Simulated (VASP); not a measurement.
Write the native input for VASP 6.6.1 that does the following.

```yaml
Task: single point
Functional: PBE
Potentials_or_basis: VASP PAW PBE potentials, release 64 (H, Mo_sv)
Cutoff: 520 eV
k_mesh: 5 × 5 × 5
Occupations: gaussian, width 0.2 eV
Spin: no spin polarisation
Dipole_correction: no
Further_INCAR_settings: ALGO = Normal; EDIFF = 1e-06; NBANDS = 30
```

The structure of Mo3H lies in POSCAR:

```
Mo3H
1.0
    4.6154576108      0.0000000030      0.0000000000
   -2.3077288080      3.9971035396      0.0000000000
    0.0000000000      0.0000000000      3.2985349582
H Mo
1 3
Direct
    0.0000000000      0.0000000000      0.0000000000
    0.3333333333      0.6666666667      0.5000000000
    0.6666666667      0.3333333333      0.5000000000
    0.0000000000      0.0000000000      0.5000000000
```

These files were run (other wordings do the same):

INCAR

```
SYSTEM = Mo3H
PREC     = Accurate       ! precision mode
ENCUT    = 520            ! plane-wave cutoff, eV
EDIFF    = 1E-6           ! SCF threshold, eV
ISMEAR   = 0              ! smearing method
SIGMA    = 0.2            ! smearing width, eV
LREAL    = .False.        ! projectors in reciprocal space
LASPH    = .True.         ! aspherical terms in the spheres
NELM     = 60             ! most SCF steps
ALGO     = Normal         ! electronic algorithm
ISIF     = 2              ! what is computed and relaxed
LWAVE    = .False.        ! write WAVECAR
LCHARG   = .False.        ! write CHGCAR
GGA      = PE             ! functional
NBANDS   = 30             ! bands
```

KPOINTS

```
Automatic mesh
0
Gamma
  5 5 5
  0 0 0
```

Potentials or basis: VASP PAW PBE potentials, release 64 (H, Mo_sv).

The run is started by

```bash
$ cat potpaw_PBE.64/H/POTCAR potpaw_PBE.64/Mo_sv/POTCAR > POTCAR
$ mpirun -np 1 vasp_std > vasp.out
```

It gave:

```json
{
 "Pressure": "0.3 GPa"
}
```

Caveat: the k points lie up to 0.38 Å⁻¹ apart.

Wall time 38 s on 1 thread of Intel(R) Xeon(R) Platinum 8259CL CPU @ 2.50GHz (Skylake/Cascade Lake), with other jobs on the host, peak memory 0.18 GiB.
